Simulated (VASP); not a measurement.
# Mg2NCl (R-3m) in VASP: single point with PBE

Aim: the single point of Mg2NCl with PBE.

Everything below comes from runs of VASP 6.6.1. Logs are shortened: lines on timing, memory, paths and dates and some standing lists are left out, and cuts for length are marked.

## (1) The cell of the first run

The structure is trigonal, space group R-3m (No. 166). The conventional cell has a = 3.321 Å, b = 3.321 Å, c = 18.009 Å, α = 90.00°, β = 90.00°, γ = 120.00°. Mg (site symmetry 3m) has 3 N at 2.17 Å and 3 Cl at 2.76 Å and 3 Mg at 2.79 Å within 2.9 Å. Within 2.9 Å of N (site symmetry -3m) lie 6 Mg at 2.17 Å. Within 3.6 Å of Cl (site symmetry -3m) lie 6 Mg at 2.76 Å and 6 Cl at 3.32 Å and 6 N at 3.56 Å.

## (2) Single point, PBE

Contents of INCAR:

```
PREC = Accurate
ENCUT = 520
EDIFF = 1E-6
ISMEAR = 0
SIGMA = 0.1
LREAL = Auto
LASPH = T
NELM = 60
ALGO = Normal
ISIF = 2
LWAVE = F
LCHARG = F
GGA = PE
NBANDS = 46
ISYM = 0
```

Contents of KPOINTS:

```
Automatic mesh
0
Gamma
  2 2 2
  0.5 0.5 0.5
```

Contents of POSCAR:

```
Mg2NCl
1.0
    3.3213332322     -5.7527179070      0.0000000000
   -3.3213332322     -5.7527179070      0.0000000000
    0.0000000000     -3.8351452713     -6.0029770000
Mg N Cl
8 4 4
Direct
    0.7228150000      0.7228150000      0.3315550000
    0.2228150000      0.7228150000      0.3315550000
    0.7228150000      0.2228150000      0.3315550000
    0.2228150000      0.2228150000      0.3315550000
    0.2771850000      0.2771850000      0.6684450000
    0.7771850000      0.2771850000      0.6684450000
    0.2771850000      0.7771850000      0.6684450000
    0.7771850000      0.7771850000      0.6684450000
    0.0000000000      0.0000000000      0.5000000000
    0.5000000000      0.0000000000      0.5000000000
    0.0000000000      0.5000000000      0.5000000000
    0.5000000000      0.5000000000      0.5000000000
    0.5000000000      0.5000000000      0.0000000000
    0.0000000000      0.5000000000      0.0000000000
    0.5000000000      0.0000000000      0.0000000000
    0.0000000000      0.0000000000      0.0000000000
```

Potentials or basis: VASP PAW PBE potentials, release 64 (Mg, N, Cl).

The run is started by

```console
$ cat potpaw_PBE.64/Mg/POTCAR potpaw_PBE.64/N/POTCAR potpaw_PBE.64/Cl/POTCAR > POTCAR
$ mpirun -np 1 vasp_std > vasp.out
```

OUTCAR:

```text
PREC = Accurate
   ENCUT = 520
   EDIFF = 1E-6
   ISMEAR = 0
   LREAL = Auto
   LASPH = T
   NELM = 60
   ISIF = 2
   GGA = PE
   ISYM = 0

 ion  position               nearest neighbor table
   1  0.723  0.723  0.332-  12 2.17  11 2.17  10 2.17  14 2.76  15 2.76  16 2.76   8 2.79   7 2.79
                             6 2.79   3 3.32   2 3.32   3 3.32   2 3.32   4 3.32   4 3.32
   2  0.223  0.723  0.332-  11 2.17   9 2.17  12 2.17  13 2.76  16 2.76  15 2.76   7 2.79   5 2.79
                             8 2.79   4 3.32   1 3.32   4 3.32   1 3.32   3 3.32   3 3.32
   3  0.723  0.223  0.332-  10 2.17   9 2.17  12 2.17  13 2.76  16 2.76  14 2.76   6 2.79   5 2.79
                             8 2.79   4 3.32   1 3.32   1 3.32   4 3.32   2 3.32   2 3.32
   4  0.223  0.223  0.332-   9 2.17  10 2.17  11 2.17  14 2.76  15 2.76  13 2.76   5 2.79   6 2.79
                             7 2.79   3 3.32   2 3.32   2 3.32   3 3.32   1 3.32   1 3.32
   5  0.277  0.277  0.668-  12 2.17  11 2.17  10 2.17  14 2.76  15 2.76  16 2.76   4 2.79   3 2.79
                             2 2.79   6 3.32   7 3.32   7 3.32   6 3.32   8 3.32   8 3.32
   6  0.777  0.277  0.668-  11 2.17   9 2.17  12 2.17  13 2.76  16 2.76  15 2.76   3 2.79   1 2.79
                             4 2.79   5 3.32   8 3.32   8 3.32   5 3.32   7 3.32   7 3.32
   7  0.277  0.777  0.668-  10 2.17   9 2.17  12 2.17  13 2.76  16 2.76  14 2.76   2 2.79   1 2.79
                             4 2.79   5 3.32   8 3.32   5 3.32   8 3.32   6 3.32   6 3.32
   8  0.777  0.777  0.668-   9 2.17  10 2.17  11 2.17  14 2.76  15 2.76  13 2.76   1 2.79   2 2.79
                             3 2.79   6 3.32   7 3.32   6 3.32   7 3.32   5 3.32   5 3.32
   9  0.000  0.000  0.500-   4 2.17   8 2.17   2 2.17   6 2.17   7 2.17   3 2.17
  10  0.500  0.000  0.500-   3 2.17   7 2.17   4 2.17   5 2.17   1 2.17   8 2.17
  11  0.000  0.500  0.500-   2 2.17   6 2.17   4 2.17   5 2.17   1 2.17   8 2.17
  12  0.500  0.500  0.500-   1 2.17   5 2.17   3 2.17   2 2.17   6 2.17   7 2.17
  13  0.500  0.500  0.000-   2 2.76   3 2.76   6 2.76   7 2.76   4 2.76   8 2.76
  14  0.000  0.500  0.000-   1 2.76   4 2.76   5 2.76   8 2.76   7 2.76   3 2.76
  15  0.500  0.000  0.000-   1 2.76   4 2.76   5 2.76   8 2.76   6 2.76   2 2.76
  16  0.000  0.000  0.000-   2 2.76   3 2.76   6 2.76   7 2.76   1 2.76   5 2.76

IMPORTANT INFORMATION: All symmetrisations will be switched off!
NOSYMM: (Re-)initialisation of all symmetry stuff for point group C_1.

----------------------------------------------------------------------------------------

                                     Primitive cell

  volume of cell :     229.3941

  direct lattice vectors                    reciprocal lattice vectors
     3.321333232 -5.752717907  0.000000000     0.150541956 -0.086915439  0.055528004
    -3.321333232 -5.752717907  0.000000000    -0.150541956 -0.086915439  0.055528004
     0.000000000 -3.835145271 -6.002977000     0.000000000  0.000000000 -0.166584013

  length of vectors
     6.642666464  6.642666464  7.123487356     0.182484337  0.182484337  0.166584013

  position of ions in fractional coordinates (direct lattice)
     0.722815000  0.722815000  0.331555000
     0.222815000  0.722815000  0.331555000
[... 112 lines left out ...]
     AMIX_MAG =   1.60;   BMIX_MAG =  1.00
  volume/ion in A,a.u.               =      14.34        96.75
  Fermi-wavevector in a.u.,A,eV,Ry     =   1.069730  2.021496 15.569443  1.144322
  Thomas-Fermi vector in A             =   2.205418
   LORBIT       =      0    0 simple, 1 ext, 2 COOP (PROOUT), +10 PAW based schemes
   GGA     = PE    functional components
   LHFCALC =     F    Hartree Fock is set to
   AEXX    =    0.0000 exact exchange contribution
   IVDW    =     0    specifies the selected vdW correction
   LEPSILON=     F    determine dielectric tensor
   LRPA    =     F    only Hartree local field effects (RPA)
 non-spin polarized calculation
 Gauss-broadening in eV      SIGMA  =   0.10
  energy-cutoff  :      520.00
  volume of cell :      229.39
 maximum number of plane-waves:      6188
 NGX is ok and might be reduce to    50
   NGX = 25   NGY = 25   NGZ = 27

 number of electron      63.9999995 magnetization

 Free energy of the ion-electron system (eV)
  ---------------------------------------------------
  ext. energy  EPLUGINS =         0.00000000
  ---------------------------------------------------
  free energy    TOTEN  =       -71.23559459 eV

  energy without entropy =      -71.23559459  energy(sigma->0) =      -71.23559459

 E-fermi :   4.4080     XC(G=0):  -9.9217

 val. band max:        3.9178405433   @ k =   0.2500   0.2500   0.2500
 cond. band min:       7.0992046070   @ k =   0.2500   0.2500   0.2500
 fundamental gap:      3.1813640638
 Fermi energy:         4.4080466581

 k-point     1 :       0.2500    0.2500    0.2500
  band No.  band energies     occupation
      1     -12.3712      2.00000
      2     -11.7482      2.00000
      3     -11.6034      2.00000
      4     -11.6034      2.00000
      5      -8.5893      2.00000
      6      -7.9480      2.00000
[... 553 lines left out ...]
     43      10.7810      0.00000
     44      10.7810      0.00000
 [bands above 44 left out]

------------------------ aborting loop because EDIFF is reached ----------------------------------------

  FORCE on cell =-STRESS in cart. coord.  units (eV):
  Direction    XX          YY          ZZ          XY          YZ          ZX
  --------------------------------------------------------------------------------------
  -------------------------------------------------------------------------------------
  Total       -0.7254361     -0.7305260     -0.3287482      0.0000042      0.0022749      0.0000120
  in kB       -5.0667272     -5.1022770     -2.2961052      0.0000295      0.0158887      0.0000840
  external PRESSURE =      -4.1550365 kB  Pullay stress =       0.0000000 kB

 VOLUME and BASIS-vectors are now :
 -----------------------------------------------------------------------------
  energy-cutoff  :      520.00
  volume of cell :      229.39
      direct lattice vectors                 reciprocal lattice vectors
     3.321333232 -5.752717907  0.000000000     0.150541956 -0.086915439  0.055528004
    -3.321333232 -5.752717907  0.000000000    -0.150541956 -0.086915439  0.055528004
     0.000000000 -3.835145271 -6.002977000     0.000000000  0.000000000 -0.166584013

 POSITION                                       TOTAL-FORCE (eV/Angst)
 -----------------------------------------------------------------------------------
      0.00000     -9.58786     -1.99032        -0.000003      0.000770     -0.058423
     -1.66067     -6.71150     -1.99032        -0.000019      0.000782     -0.058429
      1.66067     -6.71150     -1.99032         0.000020      0.000785     -0.058429
      0.00000     -3.83515     -1.99032         0.000002      0.000791     -0.058437
      0.00000     -5.75272     -4.01266         0.000000     -0.000768      0.058422
      1.66067     -8.62908     -4.01266         0.000018     -0.000782      0.058430
[... 8 lines left out ...]
      1.66067     -2.87636      0.00000        -0.000009     -0.000003      0.000002
      0.00000      0.00000      0.00000        -0.000003     -0.000006      0.000001
 -----------------------------------------------------------------------------------
    total drift:                                0.000001     -0.000007     -0.000005

  FREE ENERGIE OF THE ION-ELECTRON SYSTEM (eV)
  ---------------------------------------------------
  free  energy   TOTEN  =       -71.2355945882 eV

  energy  without entropy=      -71.2355945882  energy(sigma->0) =      -71.23559459
```

OSZICAR:

```text
N       E                     dE             d eps       ncg     rms          rms(c)
DAV:   1     0.325288087523E+03    0.32529E+03   -0.27206E+04  1104   0.120E+03
DAV:   2    -0.505534911782E+02   -0.37584E+03   -0.35629E+03  1430   0.223E+02
DAV:   3    -0.855861658996E+02   -0.35033E+02   -0.34747E+02  1368   0.739E+01
DAV:   4    -0.861344510653E+02   -0.54829E+00   -0.54655E+00  1400   0.105E+01
DAV:   5    -0.861435472379E+02   -0.90962E-02   -0.90896E-02  1332   0.133E+00    0.192E+01
DAV:   6    -0.715411826615E+02    0.14602E+02   -0.48760E+01  1422   0.310E+01    0.856E+00
DAV:   7    -0.717440205326E+02   -0.20284E+00   -0.66016E+00  1368   0.895E+00    0.618E+00
DAV:   8    -0.713686015395E+02    0.37542E+00   -0.12281E+00  1360   0.405E+00    0.201E+00
DAV:   9    -0.712323129596E+02    0.13629E+00   -0.19920E-01  1410   0.242E+00    0.987E-01
DAV:  10    -0.712383161800E+02   -0.60032E-02   -0.14796E-01  1284   0.123E+00    0.454E-01
DAV:  11    -0.712357363856E+02    0.25798E-02   -0.24386E-02  1368   0.542E-01    0.141E-01
DAV:  12    -0.712355858501E+02    0.15054E-03   -0.23044E-03  1410   0.200E-01    0.382E-02
DAV:  13    -0.712355962308E+02   -0.10381E-04   -0.18200E-04  1306   0.550E-02    0.202E-02
DAV:  14    -0.712355947461E+02    0.14847E-05   -0.87573E-06  1364   0.131E-02    0.674E-03
DAV:  15    -0.712355945882E+02    0.15792E-06   -0.32312E-06  1226   0.849E-03
   1 F= -.71235595E+02 E0= -.71235595E+02  d E =-.550142E-12
```

Wall time 7.3 min (1 thread of AMD EPYC 7R13, shared host); peak memory 0.35 GiB.

What came out:

| Item | Value |
| --- | --- |
| Free energy | -71.2356 eV |
| Pressure | -0.4 GPa |
| Largest force | 0.058 eV/Å |
| Band gap on the k mesh | 3.18 eV |

Forces in eV/Å, atoms in the order of the input:
```
Mg   0.000  0.001 -0.058
Mg   0.000  0.001 -0.058
Mg   0.000  0.001 -0.058
Mg   0.000  0.001 -0.058
Mg   0.000 -0.001  0.058
Mg   0.000 -0.001  0.058
Mg   0.000 -0.001  0.058
Mg   0.000 -0.001  0.058
N    0.000  0.000  0.000
N    0.000  0.000  0.000
N    0.000  0.000  0.000
N    0.000  0.000  0.000
Cl   0.000  0.000  0.000
Cl   0.000  0.000  0.000
Cl   0.000  0.000  0.000
Cl   0.000  0.000  0.000
```

Stress tensor (GPa, compression positive):
```
-0.51  0.00  0.00
 0.00 -0.51  0.00
 0.00  0.00 -0.23
```

Caveat: the k points lie up to 0.57 Å⁻¹ apart. A k mesh can miss the band edges.
